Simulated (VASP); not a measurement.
Runs of VASP 6.6.1 on SiC. The structure is that of space group F-43m (No. 216), or close to it. The cells are those of the table. 

```csv
task,level,cell,k mesh,grid for exact exchange (PRECFOCK),share of exact exchange,screening parameter,gap on the mesh (eV),pressure (GPa)
single point,HSE06,"a = 2.988 Å, angles 60.0°, 2 atoms",8 × 8 × 8,Normal,0.25,0.2079 1/Å,2.17,23.2
single point,PBE,"a = 3.142 Å, angles 60.0°, 2 atoms",6 × 6 × 6,-,-,-,1.40,-8.4
dielectric tensor,r2SCAN,"a = 2.988 Å, angles 60.0°, 2 atoms",8 × 8 × 8,-,-,-,1.66,-
single point,PBE,"a = 3.111 Å, angles 60.0°, 2 atoms",6 × 6 × 6,-,-,-,1.38,-2.8
single point,HSE06,"a = 3.203 Å, angles 60.0°, 2 atoms",8 × 8 × 8,Normal,0.25,0.2079 1/Å,(a),(c)
single point,PBE,"a = 2.957 Å, angles 60.0°, 2 atoms",6 × 6 × 6,-,-,-,1.22,38.5
single point,PBE,"a = 3.019 Å, angles 60.0°, 2 atoms",6 × 6 × 6,-,-,-,(b),18.9
dielectric tensor,r2SCAN,"a = 3.049 Å, angles 60.0°, 2 atoms",8 × 8 × 8,-,-,-,1.70,-
```

Alike in all rows: potentials or basis VASP PAW PBE potentials, release 64 (Si, C); no spin polarisation; cutoff (eV) 520; smearing gaussian 0.01 eV.

Q: Fill in the values left out.

A: (a) 2.29; (b) 1.29; (c) -22.7.

Caveats: some runs use coarse meshes; the PAW data sets were made with another functional, which shifts forces and pressure a little (at least some runs); the cell stands under tension (at least some runs); the cell stands under pressure (at least some runs).

A k mesh can miss the band edges.
